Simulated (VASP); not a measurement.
Wanted: the native input for a VASP 6.6.1 run.

```yaml
Task: single point
Functional: PBEsol
Potentials_or_basis: VASP PAW PBE potentials, release 64 (Li_sv, Sr_sv)
Cutoff: 520 eV
k_mesh: 6 × 6 × 6
Occupations: fermi-dirac, width 0.05 eV
Spin: no spin polarisation
Dipole_correction: no
Further_INCAR_settings: ALGO = Normal; EDIFF = 1e-06; NBANDS = 24
```

The structure of Sr3Li lies in POSCAR:

```
Sr3Li
1.0
   -2.8043880000      2.8043880000      6.0760130000
    2.8043880000     -2.8043880000      6.0760130000
    2.8043880000      2.8043880000     -6.0760130000
Li Sr
1 3
Direct
    0.0000000000      0.0000000000      0.0000000000
    0.7500000000      0.2500000000      0.5000000000
    0.2500000000      0.7500000000      0.5000000000
    0.5000000000      0.5000000000      0.0000000000
```

One way to write it, as run:

INCAR

```
PREC = Accurate
ENCUT = 520
EDIFF = 1E-6
ISMEAR = -1
SIGMA = 0.05
LREAL = False
LASPH = True
NELM = 100
ALGO = Normal
ISIF = 2
LWAVE = False
LCHARG = True
GGA = PS
LELF = True
LVHAR = True
NBANDS = 24
```

KPOINTS

```
regular mesh
0
Gamma
  6 6 6
```

Potentials or basis: VASP PAW PBE potentials, release 64 (Li_sv, Sr_sv).

Launch:

```sh
$ cat potpaw_PBE.64/Li_sv/POTCAR potpaw_PBE.64/Sr_sv/POTCAR > POTCAR
$ mpirun -np 1 vasp_std > vasp.out
```

Wall time 3.2 min on 1 thread of Intel(R) Xeon(R) Platinum 8488C (Sapphire Rapids), with other jobs on the host, peak memory 0.45 GiB.
